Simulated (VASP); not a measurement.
# HfC (P6_3mc) in VASP: a series of runs

The runs below take HfC through single point, relaxation of cell and atoms, with PBE.

Program: VASP 6.6.1. These are calculated values, not measurements. Logs are shortened: lines on timing, memory, paths and dates and some standing lists are left out, and cuts for length are marked.

## 1. The cell of the first run

The structure is hexagonal, space group P6_3mc (No. 186). The conventional cell has a = 3.846 Å, b = 3.846 Å, c = 4.659 Å, α = 90.00°, β = 90.00°, γ = 120.00°. Hf (site symmetry 3m) has 5 C at 2.22 to 2.40 Å within 2.9 Å. C (site symmetry 3m) has 5 Hf at 2.22 to 2.40 Å within 2.9 Å.

## 2. Single point, PBE

INCAR reads:

```
PREC = Accurate
ENCUT = 520
EDIFF = 1E-6
ISMEAR = 0
SIGMA = 0.1
LREAL = F
LASPH = T
NELM = 100
ALGO = Normal
ISIF = 2
LWAVE = F
LCHARG = F
GGA = PE
NBANDS = 22
```

KPOINTS reads:

```
Automatic mesh
0
Gamma
  6 6 4
```

POSCAR reads:

```
HfC
1.0
    3.8455106583      0.0000000000      0.0000000000
   -1.9227553292      3.3303099206      0.0000000000
    0.0000000000      0.0000000000      4.6591157974
Hf C
2 2
Direct
    0.6666666667      0.3333333333      0.4460083321
    0.3333333333      0.6666666667      0.9460083321
    0.6666666667      0.3333333333      0.9298516779
    0.3333333333      0.6666666667      0.4298516779
```

Potentials or basis: VASP PAW PBE potentials, release 64 (Hf_pv, C).

Command:

```
> cat potpaw_PBE.64/Hf_pv/POTCAR potpaw_PBE.64/C/POTCAR > POTCAR
> mpirun -np 1 vasp_std > vasp.out
```

OUTCAR:

```text
PREC = Accurate
   ENCUT = 520
   EDIFF = 1E-6
   ISMEAR = 0
   LREAL = F
   LASPH = T
   NELM = 100
   ISIF = 2
   GGA = PE

 ion  position               nearest neighbor table
   1  0.667  0.333  0.446-   4 2.22   4 2.22   4 2.22   3 2.25   3 2.40   2 3.22   2 3.22   2 3.22
                             2 3.22   2 3.22   2 3.22
   2  0.333  0.667  0.946-   3 2.22   3 2.22   3 2.22   4 2.25   4 2.40   1 3.22   1 3.22   1 3.22
                             1 3.22   1 3.22   1 3.22
   3  0.667  0.333  0.930-   2 2.22   2 2.22   2 2.22   1 2.25   1 2.40
   4  0.333  0.667  0.430-   1 2.22   1 2.22   1 2.22   2 2.25   2 2.40

  LATTYP: Found a hexagonal cell.
 ALAT       =     3.8455106583
 C/A-ratio  =     1.2115727172

  Lattice vectors:

 A1 = (   3.8455106583,   0.0000000000,   0.0000000000)
 A2 = (  -1.9227553292,   3.3303099206,   0.0000000000)
 A3 = (   0.0000000000,   0.0000000000,   4.6591157974)

Analysis of symmetry for initial positions (statically):
=====================================================================
 Subroutine PRICEL returns:
 Original cell was already a primitive cell.

 Routine SETGRP: Setting up the symmetry group for a
 hexagonal supercell.

 Subroutine GETGRP returns: Found 12 space group operations
 (whereof  6 operations were pure point group operations)
 out of a pool of 24 trial point group operations.

The static configuration has the point symmetry C_3v.
 The point group associated with its full space group is C_6v.

Analysis of symmetry for dynamics (positions and initial velocities):
=====================================================================
 Subroutine PRICEL returns:
 Original cell was already a primitive cell.

 Routine SETGRP: Setting up the symmetry group for a
 hexagonal supercell.

 Subroutine GETGRP returns: Found 12 space group operations
 (whereof  6 operations were pure point group operations)
 out of a pool of 24 trial point group operations.

The dynamic configuration has the point symmetry C_3v.
 The point group associated with its full space group is C_6v.

 Subroutine INISYM returns: Found 12 space group operations
 (whereof  6 operations are pure point group operations),
 and found     1 'primitive' translations

----------------------------------------------------------------------------------------

                                     Primitive cell

  volume of cell :      59.6681

  direct lattice vectors                    reciprocal lattice vectors
     3.845510658  0.000000000  0.000000000     0.260043487  0.150136177  0.000000000
    -1.922755329  3.330309921  0.000000000     0.000000000  0.300272354  0.000000000
     0.000000000  0.000000000  4.659115797     0.000000000  0.000000000  0.214633000

  length of vectors
     3.845510658  3.845510658  4.659115797     0.300272354  0.300272354  0.214633000

  position of ions in fractional coordinates (direct lattice)
     0.666666667  0.333333333  0.446008332
     0.333333333  0.666666667  0.946008332
     0.666666667  0.333333333  0.929851678
     0.333333333  0.666666667  0.429851678

  ion indices of the primitive-cell ions
   primitive index   ion index
                 1           1
                 2           2
                 3           3
                 4           4

----------------------------------------------------------------------------------------

 KPOINTS: Automatic mesh

Automatic generation of k-mesh.
 Grid dimensions read from file:
 generate k-points for:    6    6    4

 Generating k-lattice:

  Cartesian coordinates                     Fractional coordinates (reciprocal lattice)
     0.043340581  0.025022696  0.000000000     0.166666667  0.000000000  0.000000000
     0.000000000  0.050045392  0.000000000     0.000000000  0.166666667  0.000000000
     0.000000000  0.000000000  0.053658250     0.000000000  0.000000000  0.250000000

  Length of vectors
     0.050045392  0.050045392  0.053658250

  Shift w.r.t. Gamma in fractional coordinates (k-lattice)
     0.000000000  0.000000000  0.000000000

 Subroutine IBZKPT returns following result:
 ===========================================

 Found     21 irreducible k-points:

 Following reciprocal coordinates:
            Coordinates               Weight
  0.000000  0.000000  0.000000      1.000000
  0.166667 -0.000000  0.000000      6.000000
  0.333333  0.000000  0.000000      6.000000
  0.500000  0.000000  0.000000      3.000000
  0.166667  0.166667  0.000000      6.000000
  0.333333  0.166667  0.000000     12.000000
[... 13 lines left out ...]
  0.333333  0.166667  0.500000     12.000000
  0.333333  0.333333  0.500000      2.000000
   k-points           NKPTS =     21   k-points in BZ     NKDIM =     21   number of bands    NBANDS=     22
   number of dos      NEDOS =    301   number of ions     NIONS =      4
   total plane-waves  NPLWV =  32400
   dimension x,y,z NGX =    30 NGY =   30 NGZ =   36
   dimension x,y,z NGXF=    60 NGYF=   60 NGZF=   72
   ions per type =               2   2
   NGX,Y,Z   is equivalent  to a cutoff of  12.97, 12.97, 12.85 a.u.
   NGXF,Y,Z  is equivalent  to a cutoff of  25.94, 25.94, 25.69 a.u.
 SYSTEM =  unknown system
   PREC   = accura    normal or accurate (medium, high low for compatibility)
   ISTART =      0    job   : 0-new  1-cont  2-samecut
   ICHARG =      2    charge: 1-file 2-atom 10-const
   ISPIN  =      1    spin polarized calculation?
   LNONCOLLINEAR =      F non collinear calculations
   LSORBIT =      F    spin-orbit coupling
   LASPH  =      T    aspherical Exc in radial PAW
   ENCUT  =  520.0 eV  38.22 Ry    6.18 a.u.   7.15  7.15  8.66*2*pi/ulx,y,z
   NELM   =    100;   NELMIN=  2; NELMDL= -5     # of ELM steps
   EDIFF  = 0.1E-05   stopping-criterion for ELM
   LREAL  =      F    real-space projection
   EDIFFG = 0.1E-04   stopping-criterion for IOM
   NSW    =      0    number of steps for IOM
   IBRION =     -1    ionic relax: 0-MD 1-quasi-New 2-CG
   NFREE  =      0    steps in history (QN), initial steepest desc. (CG)
   ISIF   =      2    stress and relaxation
   ISYM   =      2    0-nonsym 1-usesym 2-fastsym
   POTIM  = 0.5000    time-step for ionic-motion
   TEBEG  =    0.0;   TEEND  =   0.0 temperature during run
   PSTRESS=    0.0 pullay stress
   NELECT =      28.0000    total number of electrons
   NUPDOWN=      -1.0000    fix difference up-down
   EMIN   =  10.00;   EMAX   =-10.00  energy-range for DOS
   EFERMI =   0.00;   METHOD = LEGACY
   ISMEAR =     0;   SIGMA  =   0.10  broadening in eV -4-tet -1-fermi 0-gaus
   EFERMI_NEDOS =   21; number of points for ismear=-14 and -15
   IALGO  =     38    algorithm
   IMIX   =      4    mixing-type and parameters
     AMIX     =   0.40;   BMIX     =  1.00
     AMIX_MAG =   1.60;   BMIX_MAG =  1.00
  volume/ion in A,a.u.               =      14.92       100.67
  Fermi-wavevector in a.u.,A,eV,Ry     =   1.272175  2.404062 22.020059  1.618429
  Thomas-Fermi vector in A             =   2.405068
   LORBIT       =      0    0 simple, 1 ext, 2 COOP (PROOUT), +10 PAW based schemes
   GGA     = PE    functional components
   LHFCALC =     F    Hartree Fock is set to
   AEXX    =    0.0000 exact exchange contribution
   IVDW    =     0    specifies the selected vdW correction
   LEPSILON=     F    determine dielectric tensor
   LRPA    =     F    only Hartree local field effects (RPA)
 non-spin polarized calculation
 Gauss-broadening in eV      SIGMA  =   0.10
  energy-cutoff  :      520.00
  volume of cell :       59.67
 maximum number of plane-waves:      1620
 NGX is ok and might be reduce to    30
   NGX = 15   NGY = 15   NGZ = 17

 number of electron      28.0000000 magnetization

 Free energy of the ion-electron system (eV)
  ---------------------------------------------------
  ext. energy  EPLUGINS =         0.00000000
  ---------------------------------------------------
  free energy    TOTEN  =       -41.00658788 eV

  energy without entropy =      -41.00443668  energy(sigma->0) =      -41.00551228

 E-fermi :   4.4989     XC(G=0): -11.1736

 val. band max:        4.3455753068   @ k =   0.1667  -0.0000   0.0000
 cond. band min:       4.5933627824   @ k =   0.3333   0.1667   0.0000
 fundamental gap:      0.2477874756
 Fermi energy:         4.4989290433

 k-point     1 :       0.0000    0.0000    0.0000
  band No.  band energies     occupation
      1     -25.6893      2.00000
      2     -25.5426      2.00000
      3     -25.5426      2.00000
      4     -25.3459      2.00000
      5     -25.3459      2.00000
      6     -25.1164      2.00000
[... 14 lines left out ...]
     21      11.3680      0.00000
     22      13.1819      0.00000

 k-point     2 :       0.1667   -0.0000    0.0000
  band No.  band energies     occupation
      1     -25.6538      2.00000
      2     -25.5675      2.00000
      3     -25.5610      2.00000
      4     -25.3855      2.00000
      5     -25.3431      2.00000
      6     -25.1484      2.00000
[... 14 lines left out ...]
     21      11.3788      0.00000
     22      11.9192      0.00000

 k-point     3 :       0.3333    0.0000    0.0000
  band No.  band energies     occupation
      1     -25.6190      2.00000
      2     -25.5951      2.00000
      3     -25.5619      2.00000
      4     -25.4626      2.00000
      5     -25.3402      2.00000
      6     -25.2321      2.00000
[... 14 lines left out ...]
     21      10.5337      0.00000
     22      10.5864      0.00000

 k-point     4 :       0.5000    0.0000    0.0000
  band No.  band energies     occupation
      1     -25.6443      2.00000
      2     -25.6111      2.00000
      3     -25.5000      2.00000
      4     -25.4902      2.00000
      5     -25.3397      2.00000
      6     -25.3004      2.00000
[... 14 lines left out ...]
     21      10.7608      0.00000
     22      10.8567      0.00000

 k-point     5 :       0.1667    0.1667    0.0000
  band No.  band energies     occupation
      1     -25.6041      2.00000
      2     -25.5949      2.00000
      3     -25.5824      2.00000
      4     -25.4387      2.00000
      5     -25.3459      2.00000
      6     -25.2073      2.00000
[... 14 lines left out ...]
     21      10.5597      0.00000
     22      11.0168      0.00000

 k-point     6 :       0.3333    0.1667    0.0000
  band No.  band energies     occupation
      1     -25.6537      2.00000
      2     -25.5921      2.00000
      3     -25.4992      2.00000
      4     -25.4902      2.00000
      5     -25.3509      2.00000
      6     -25.3001      2.00000
[... 14 lines left out ...]
     21      10.3446      0.00000
     22      11.1021      0.00000

 k-point     7 :       0.3333    0.3333    0.0000
  band No.  band energies     occupation
      1     -25.6758      2.00000
      2     -25.5490      2.00000
      3     -25.5490      2.00000
      4     -25.3943      2.00000
      5     -25.3943      2.00000
      6     -25.3618      2.00000
[... 249 lines left out ...]
      6     -25.2463      2.00000
[... 14 lines left out ...]
     21      11.0294      0.00000
     22      11.0294      0.00000

 k-point    18 :       0.5000    0.0000    0.5000
  band No.  band energies     occupation
      1     -25.7448      2.00000
      2     -25.7448      2.00000
      3     -25.4765      2.00000
      4     -25.4765      2.00000
      5     -25.2230      2.00000
      6     -25.2230      2.00000
[... 14 lines left out ...]
     21      10.2755      0.00000
     22      10.2755      0.00000

 k-point    19 :       0.1667    0.1667    0.5000
  band No.  band energies     occupation
      1     -25.6653      2.00000
      2     -25.6653      2.00000
      3     -25.4722      2.00000
      4     -25.4722      2.00000
      5     -25.2568      2.00000
      6     -25.2568      2.00000
[... 14 lines left out ...]
     21      11.4457      0.00000
     22      11.4457      0.00000

 k-point    20 :       0.3333    0.1667    0.5000
  band No.  band energies     occupation
      1     -25.7330      2.00000
      2     -25.7330      2.00000
      3     -25.4960      2.00000
      4     -25.4960      2.00000
      5     -25.2155      2.00000
      6     -25.2155      2.00000
[... 14 lines left out ...]
     21      10.7180      0.00000
     22      10.7180      0.00000

 k-point    21 :       0.3333    0.3333    0.5000
  band No.  band energies     occupation
      1     -25.7424      2.00000
      2     -25.7424      2.00000
      3     -25.5205      2.00000
      4     -25.5205      2.00000
      5     -25.1987      2.00000
      6     -25.1987      2.00000
[... 14 lines left out ...]
     21      10.6437      0.00000
     22      10.6437      0.00000

------------------------ aborting loop because EDIFF is reached ----------------------------------------

  FORCE on cell =-STRESS in cart. coord.  units (eV):
  Direction    XX          YY          ZZ          XY          YZ          ZX
  --------------------------------------------------------------------------------------
  -------------------------------------------------------------------------------------
  Total       -0.1391235     -0.1391235     -0.2426765      0.0000000      0.0000000      0.0000000
  in kB       -3.7356726     -3.7356726     -6.5162262      0.0000000      0.0000000      0.0000000
  external PRESSURE =      -4.6625238 kB  Pullay stress =       0.0000000 kB

 VOLUME and BASIS-vectors are now :
 -----------------------------------------------------------------------------
  energy-cutoff  :      520.00
  volume of cell :       59.67
      direct lattice vectors                 reciprocal lattice vectors
     3.845510658  0.000000000  0.000000000     0.260043487  0.150136177  0.000000000
    -1.922755329  3.330309921  0.000000000     0.000000000  0.300272354  0.000000000
     0.000000000  0.000000000  4.659115797     0.000000000  0.000000000  0.214633000

 POSITION                                       TOTAL-FORCE (eV/Angst)
 -----------------------------------------------------------------------------------
      1.92276      1.11010      2.07800         0.000000      0.000000     -0.005747
     -0.00000      2.22021      4.40756        -0.000000     -0.000000     -0.005747
      1.92276      1.11010      4.33229        -0.000000     -0.000000      0.005747
     -0.00000      2.22021      2.00273         0.000000      0.000000      0.005747
 -----------------------------------------------------------------------------------
    total drift:                               -0.000000     -0.000000      0.000080

  FREE ENERGIE OF THE ION-ELECTRON SYSTEM (eV)
  ---------------------------------------------------
  free  energy   TOTEN  =       -41.0065878821 eV

  energy  without entropy=      -41.0044366828  energy(sigma->0) =      -41.00551228
```

It took 42 s on 1 thread of AMD EPYC 7R43 (Zen 3), shared host; peak memory 0.16 GiB.

Results:

```yaml
Free_energy: -41.0066 eV
Pressure: -0.5 GPa
Largest_force: 0.006 eV/Å
Band_gap_on_the_k_mesh: zero (band 14 reaches 5.52 eV, above the bottom of band 15 at 4.59 eV)
```

Forces on the atoms (eV/Å):
```
Hf   0.000  0.000 -0.006
Hf   0.000  0.000 -0.006
C    0.000  0.000  0.006
C    0.000  0.000  0.006
```

Levels at points of the mesh, in eV from the Fermi level:
```tsv
k point	band 11	band 12	band 13	band 14	band 15	band 16	band 17	band 18
(0.00, 0.00, 0.00)	-2.61	-2.61	-1.99	1.02	1.29	1.29	2.51	4.75
(0.50, 0.00, 0.00)	-1.75	-1.71	-1.36	-0.51	0.45	1.76	2.93	3.87
(0.00, 0.00, 0.50)	-3.12	-3.12	-3.12	-3.12	4.15	4.15	4.34	4.34
(0.50, 0.00, 0.50)	-2.35	-2.35	-1.63	-1.63	2.33	2.33	3.64	3.64
```

Caveat: spin-orbit coupling is left out, which moves the levels of the heavy elements.

(Part 1 of 2 ends here.)
